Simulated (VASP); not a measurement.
Here is a VASP 6.6.1 calculation.

File INCAR:

```
SYSTEM = Gd
ALGO = Normal
EDIFF = 1E-6
EDIFFG = -0.02
ENCUT = 600
GGA = CA
IBRION = 2
ISIF = 3
ISMEAR = 0
ISPIN = 2
LASPH = .TRUE.
LCHARG = .FALSE.
LMAXMIX = 6
LORBIT = 11
LREAL = .FALSE.
LWAVE = .FALSE.
MAGMOM = 7
NELM = 150
NSW = 80
PREC = Accurate
SIGMA = 0.05
```

The input KPOINTS:

```
k-points
0
G
  9 9 9
  0 0 0
```

POSCAR

```
Gd
1.0
   -2.0250000000      2.0250000000      2.0250000000
    2.0250000000     -2.0250000000      2.0250000000
    2.0250000000      2.0250000000     -2.0250000000
Gd
1
Direct
    0.0000000000      0.0000000000      0.0000000000
```

Potentials or basis: VASP PAW PBE potentials, release 64 (Gd).

Command:

```bash
$ cat potpaw_PBE.64/Gd/POTCAR > POTCAR
$ mpirun -np 1 vasp_std > vasp.out
```

Q: Predict the relaxed volume.

A: 29.23 Å³/atom.

Q: Predict the site moments.

A: Gd +6.94 μB.

Q: What does it give for the relaxed cell?

A: a = 3.361 Å, b = 3.361 Å, c = 3.361 Å, α = 109.47°, β = 109.47°, γ = 109.47°.

Q: Estimate the space group after relaxing (to 0.05 Å).

A: Im-3m (No. 229).

Final structure:
```xyz
1
Lattice="-1.9406 1.9406 1.9406 1.9406 -1.9406 1.9406 1.9406 1.9406 -1.9406" Properties=species:S:1:pos:R:3 pbc="T T T"
Gd    0.0000    0.0000    0.0000
```

Caveat: the PAW data sets were made with another functional, which shifts forces and pressure a little; the volume moved by -12 % from the deposited cell, more than functionals usually miss. Zero-point motion and thermal expansion aren't in these numbers.
